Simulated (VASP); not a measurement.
# ZnCd2Te2 in VASP: relaxation of the atoms with PBE

Aim: the relaxation of the atoms of ZnCd2Te2 with PBE.

Program: VASP 6.6.1. These are calculated values, not measurements. Logs are shortened: lines on timing, memory, paths and dates and some standing lists are left out, and cuts for length are marked.

## 1. The cell of the first run

The cell holds a slab with vacuum, 5 atoms: a = 4.679 Å, b = 4.679 Å, c = 20.081 Å, α = 90.00°, β = 90.00°, γ = 120.00°.

## 2. Relaxation of the atoms, PBE

INCAR

```
PREC = Accurate ; ENCUT = 520
EDIFF = 1E-6 ; ISMEAR = 0
SIGMA = 0.05 ; LREAL = False
LASPH = True ; NELM = 80
ALGO = Fast ; ISIF = 2
LWAVE = False ; LCHARG = False
LDIPOL = True ; IDIPOL = 3
DIPOL = 0.5 0.5 0.370 ; GGA = PE
IBRION = 2 ; NSW = 36
EDIFFG = -0.025
```

KPOINTS

```
regular mesh
0
Gamma
  6 6 1
```

POSCAR

```
ZnCd2Te2
1.0
    4.6794578583      0.0000000000      0.0000000000
   -2.3397289292      4.0525293813      0.0000000000
    0.0000000000      0.0000000000     20.0807280860
Te Cd Zn
2 2 1
Selective dynamics
Direct
    0.0000000000      0.0000000000      0.1991959646  F F F
    0.3333333333      0.6666666667      0.4037116126  F F F
    0.3333333333      0.6666666667      0.2467634796  F F F
    0.6666666667      0.3333333333      0.4273116019  F F F
    0.7777777778      0.5555555556      0.5717970300  F F T
```

Potentials or basis: VASP PAW PBE potentials, release 64 (Te, Cd, Zn).

Run with:

```sh
cat potpaw_PBE.64/Te/POTCAR potpaw_PBE.64/Cd/POTCAR potpaw_PBE.64/Zn/POTCAR > POTCAR
mpirun -np 1 vasp_std > vasp.out
```

OUTCAR:

```text
PREC = Accurate
   ENCUT = 520
   EDIFF = 1E-6
   ISMEAR = 0
   LREAL = False
   LASPH = True
   NELM = 80
   ISIF = 2
   GGA = PE
   IBRION = 2
   NSW = 36
   EDIFFG = -0.025

 ion  position               nearest neighbor table
   1  0.000  0.000  0.199-   3 2.87   3 2.87   3 2.87
   2  0.333  0.667  0.404-   4 2.74   4 2.74   4 2.74   3 3.15
   3  0.333  0.667  0.247-   1 2.87   1 2.87   1 2.87   2 3.15
   4  0.667  0.333  0.427-   2 2.74   2 2.74   2 2.74   5 3.04
   5  0.778  0.556  0.572-   4 3.04

  LATTYP: Found a hexagonal cell.
 ALAT       =     4.6794578583
 C/A-ratio  =     4.2912509727

  Lattice vectors:

 A1 = (   4.6794578583,   0.0000000000,   0.0000000000)
 A2 = (  -2.3397289292,   4.0525293813,   0.0000000000)
 A3 = (   0.0000000000,   0.0000000000,  20.0807280860)

Analysis of symmetry for initial positions (statically):
=====================================================================
 Subroutine PRICEL returns:
 Original cell was already a primitive cell.

 Routine SETGRP: Setting up the symmetry group for a
 hexagonal supercell.

 Subroutine GETGRP returns: Found  2 space group operations
 (whereof  2 operations were pure point group operations)
 out of a pool of 24 trial point group operations.

The static configuration has the point symmetry C_1h.

Analysis of symmetry for dynamics (positions and initial velocities):
=====================================================================
 Subroutine PRICEL returns:
 Original cell was already a primitive cell.

 Routine SETGRP: Setting up the symmetry group for a
 hexagonal supercell.

 Subroutine GETGRP returns: Found  2 space group operations
 (whereof  2 operations were pure point group operations)
 out of a pool of 24 trial point group operations.

The dynamic configuration has the point symmetry C_1h.

Analysis of constrained symmetry for selective dynamics:
=====================================================================
 Subroutine PRICEL returns:
 Original cell was already a primitive cell.

 Routine SETGRP: Setting up the symmetry group for a
 hexagonal supercell.

 Subroutine GETGRP returns: Found  2 space group operations
 (whereof  2 operations were pure point group operations)
 out of a pool of 24 trial point group operations.

The constrained configuration has the point symmetry C_1h.

 Subroutine INISYM returns: Found  2 space group operations
 (whereof  2 operations are pure point group operations),
 and found     1 'primitive' translations

----------------------------------------------------------------------------------------

                                     Primitive cell

  volume of cell :     380.8037

  direct lattice vectors                    reciprocal lattice vectors
     4.679457858  0.000000000  0.000000000     0.213699969  0.123379735  0.000000000
    -2.339728929  4.052529381  0.000000000     0.000000000  0.246759469  0.000000000
     0.000000000  0.000000000 20.080728086     0.000000000  0.000000000  0.049798991

  length of vectors
     4.679457858  4.679457858 20.080728086     0.246759469  0.246759469  0.049798991

  position of ions in fractional coordinates (direct lattice)
     0.000000000  0.000000000  0.199195965
     0.333333333  0.666666667  0.403711613
     0.333333333  0.666666667  0.246763480
     0.666666667  0.333333333  0.427311602
     0.777777778  0.555555556  0.571797030

  ion indices of the primitive-cell ions
   primitive index   ion index
                 1           1
                 2           2
                 3           3
                 4           4
                 5           5

----------------------------------------------------------------------------------------

 KPOINTS: regular mesh

Automatic generation of k-mesh.
 Grid dimensions read from file:
 generate k-points for:    6    6    1

 Generating k-lattice:

  Cartesian coordinates                     Fractional coordinates (reciprocal lattice)
     0.035616662  0.020563289  0.000000000     0.166666667  0.000000000  0.000000000
     0.000000000  0.041126578  0.000000000     0.000000000  0.166666667  0.000000000
     0.000000000  0.000000000  0.049798991     0.000000000  0.000000000  1.000000000

  Length of vectors
     0.041126578  0.041126578  0.049798991

  Shift w.r.t. Gamma in fractional coordinates (k-lattice)
     0.000000000  0.000000000  0.000000000

 Subroutine IBZKPT returns following result:
 ===========================================

 Found     13 irreducible k-points:

 Following reciprocal coordinates:
            Coordinates               Weight
  0.000000  0.000000  0.000000      1.000000
  0.166667  0.000000  0.000000      4.000000
  0.000000  0.166667  0.000000      2.000000
  0.333333  0.000000  0.000000      4.000000
  0.000000  0.333333  0.000000      2.000000
  0.500000  0.000000  0.000000      2.000000
  0.000000  0.500000  0.000000      1.000000
  0.166667  0.166667  0.000000      4.000000
 -0.333333  0.166667  0.000000      2.000000
  0.333333  0.166667  0.000000      4.000000
 -0.166667  0.500000  0.000000      4.000000
  0.500000  0.333333  0.000000      4.000000
  0.333333  0.333333  0.000000      2.000000
   k-points           NKPTS =     13   k-points in BZ     NKDIM =     13   number of bands    NBANDS=     28
   number of dos      NEDOS =    301   number of ions     NIONS =      5
   total plane-waves  NPLWV = 194400
   dimension x,y,z NGX =    36 NGY =   36 NGZ =  150
   dimension x,y,z NGXF=    72 NGYF=   72 NGZF=  300
   ions per type =               2   2   1
   NGX,Y,Z   is equivalent  to a cutoff of  12.79, 12.79, 12.42 a.u.
   NGXF,Y,Z  is equivalent  to a cutoff of  25.58, 25.58, 24.84 a.u.
 SYSTEM =  unknown system
   PREC   = accura    normal or accurate (medium, high low for compatibility)
   ISTART =      0    job   : 0-new  1-cont  2-samecut
   ICHARG =      2    charge: 1-file 2-atom 10-const
   ISPIN  =      1    spin polarized calculation?
   LNONCOLLINEAR =      F non collinear calculations
   LSORBIT =      F    spin-orbit coupling
   LASPH  =      T    aspherical Exc in radial PAW
   ENCUT  =  520.0 eV  38.22 Ry    6.18 a.u.   8.70  8.70 37.34*2*pi/ulx,y,z
   NELM   =     80;   NELMIN=  2; NELMDL= -5     # of ELM steps
   EDIFF  = 0.1E-05   stopping-criterion for ELM
   LREAL  =      F    real-space projection
   EDIFFG = -.3E-01   stopping-criterion for IOM
   NSW    =     36    number of steps for IOM
   IBRION =      2    ionic relax: 0-MD 1-quasi-New 2-CG
   NFREE  =      1    steps in history (QN), initial steepest desc. (CG)
   ISIF   =      2    stress and relaxation
   ISYM   =      2    0-nonsym 1-usesym 2-fastsym
   POTIM  = 0.5000    time-step for ionic-motion
   TEBEG  =    0.0;   TEEND  =   0.0 temperature during run
   PSTRESS=    0.0 pullay stress
   NELECT =      48.0000    total number of electrons
   NUPDOWN=      -1.0000    fix difference up-down
   EMIN   =  10.00;   EMAX   =-10.00  energy-range for DOS
   EFERMI =   0.00;   METHOD = LEGACY
   ISMEAR =     0;   SIGMA  =   0.05  broadening in eV -4-tet -1-fermi 0-gaus
   EFERMI_NEDOS =   21; number of points for ismear=-14 and -15
   IALGO  =     68    algorithm
   IMIX   =      4    mixing-type and parameters
     AMIX     =   0.40;   BMIX     =  1.00
     AMIX_MAG =   1.60;   BMIX_MAG =  1.00
  volume/ion in A,a.u.               =      76.16       513.96
  Fermi-wavevector in a.u.,A,eV,Ry     =   0.820833  1.551150  9.167156  0.673767
  Thomas-Fermi vector in A             =   1.931885
   LORBIT       =      0    0 simple, 1 ext, 2 COOP (PROOUT), +10 PAW based schemes
   GGA     = PE    functional components
   LHFCALC =     F    Hartree Fock is set to
   AEXX    =    0.0000 exact exchange contribution
   IVDW    =     0    specifies the selected vdW correction
   LEPSILON=     F    determine dielectric tensor
   LRPA    =     F    only Hartree local field effects (RPA)
 conjugate gradient relaxation of ions
 non-spin polarized calculation
 RMM-DIIS sequential band-by-band and
 Gauss-broadening in eV      SIGMA  =   0.05
  energy-cutoff  :      520.00
  volume of cell :      380.80
 maximum number of plane-waves:     10277
   NGX = 17   NGY = 17   NGZ = 75

--------------------------------------- Ionic step        1  -------------------------------------------

 number of electron      47.9999977 magnetization

 Free energy of the ion-electron system (eV)
  ---------------------------------------------------
  ext. energy  EPLUGINS =         0.00000000
  ---------------------------------------------------
  free energy    TOTEN  =        -8.90507436 eV

  energy without entropy =       -8.90350717  energy(sigma->0) =       -8.90429076

------------------------ aborting loop because EDIFF is reached ----------------------------------------

  FORCE on cell =-STRESS in cart. coord.  units (eV):
  Direction    XX          YY          ZZ          XY          YZ          ZX
  --------------------------------------------------------------------------------------
  -------------------------------------------------------------------------------------
  Total        0.6540747      0.2758255     -0.4597552     -0.0000000     -0.2250549      0.0000000
  in kB        2.7519263      1.1604965     -1.9343546     -0.0000000     -0.9468863      0.0000000
  external PRESSURE =       0.6593561 kB  Pullay stress =       0.0000000 kB
[... 102 lines left out ...]
  energy  without entropy=       -8.9037019332  energy(sigma->0) =       -8.90448553

--------------------------------------- Ionic step        4  -------------------------------------------

 number of electron      47.9999984 magnetization

 dipolmoment           0.000000      0.000000     -0.268323 electrons x Angstroem

 Free energy of the ion-electron system (eV)
  ---------------------------------------------------
  ext. energy  EPLUGINS =         0.00000000
  ---------------------------------------------------
  free energy    TOTEN  =        -8.90551896 eV

  energy without entropy =       -8.90395178  energy(sigma->0) =       -8.90473537

 E-fermi :  -1.3940     XC(G=0):  -4.5252

 val. band max:       -1.3940326355   @ k =   0.0000   0.0000   0.0000
 cond. band min:      -1.3938691203   @ k =   0.0000   0.0000   0.0000
 fundamental gap:      0.0001635152
 Fermi energy:        -1.3939508779

 k-point     1 :       0.0000    0.0000    0.0000
  band No.  band energies     occupation
      1     -13.6846      2.00000
      2     -11.5744      2.00000
      3     -11.1740      2.00000
      4     -11.1706      2.00000
      5     -10.8879      2.00000
      6     -10.8785      2.00000
[... 392 lines left out ...]
     27       0.3339      0.00000
     28       1.6506      0.00000

------------------------ aborting loop because EDIFF is reached ----------------------------------------

 vacuum level on the upper side and lower side of the slab       (xc-potential included)        -1.407         1.118

  FORCE on cell =-STRESS in cart. coord.  units (eV):
  Direction    XX          YY          ZZ          XY          YZ          ZX
  --------------------------------------------------------------------------------------
  -------------------------------------------------------------------------------------
  Total        0.6620534      0.2741824     -0.4354081     -0.0000000     -0.2238554      0.0000000
  in kB        2.7854952      1.1535832     -1.8319176     -0.0000000     -0.9418398      0.0000000
  external PRESSURE =       0.7023869 kB  Pullay stress =       0.0000000 kB

 VOLUME and BASIS-vectors are now :
 -----------------------------------------------------------------------------
  energy-cutoff  :      520.00
  volume of cell :      380.80
      direct lattice vectors                 reciprocal lattice vectors
     4.679457858  0.000000000  0.000000000     0.213699969  0.123379735  0.000000000
    -2.339728929  4.052529381  0.000000000     0.000000000  0.246759469  0.000000000
     0.000000000  0.000000000 20.080728086     0.000000000  0.000000000  0.049798991
[... 11 lines left out ...]
  FREE ENERGIE OF THE ION-ELECTRON SYSTEM (eV)
  ---------------------------------------------------
  free  energy   TOTEN  =        -8.9055189649 eV

  energy  without entropy=       -8.9039517758  energy(sigma->0) =       -8.90473537

 reached required accuracy - stopping structural energy minimisation

 vacuum level on the upper side and lower side of the slab         1.610         4.212
```

Wall time 8.4 min (1 thread of Oxide Virtual Turin-like, shared host); peak memory 0.55 GiB.

Results:

| Quantity | Value |
| --- | --- |
| Free energy | -8.9055 eV |
| Energy gained by relaxing | 0.1 meV/atom |
| Ionic steps | 4 |
| Band gap on the k mesh | zero (filled and empty bands touch) |

Step by step:
| step | energy change (eV) | largest force on free atoms (eV/Å) | pressure (GPa) |
| --- | --- | --- | --- |
| 1 | 0.0000 | 0.0322 | 0.07 |
| 2 | -0.0001 | 0.0306 | 0.07 |
| 3 | -0.0002 | 0.0263 | 0.07 |
| 4 | -0.0004 | 0.0218 | 0.07 |

Final structure:
```xyz
5
Lattice="4.6795 0.0000 0.0000 -2.3397 4.0525 0.0000 0.0000 0.0000 20.0807" Properties=species:S:1:pos:R:3 pbc="T T T"
Te    0.0000    0.0000    4.0000
Te    0.0000    2.7017    8.1068
Cd    0.0000    2.7017    4.9552
Cd    2.3397    1.3508    8.5807
Zn    2.3397    2.2514   11.4666
```

Levels at points of the mesh, in eV from the Fermi level:
```tsv
k point	band 22	band 23	band 24	band 25	band 26	band 27
(0.00, 0.00, 0.00)	-1.35	-0.34	0.00	0.00	1.35	1.84
(0.50, 0.00, 0.00)	-2.32	-0.88	-0.72	0.53	1.05	1.54
(0.00, 0.50, 0.00)	-2.00	-0.88	-0.69	0.27	0.83	2.09
```

Caveat: spin-orbit coupling is left out, which moves the levels of the heavy elements.
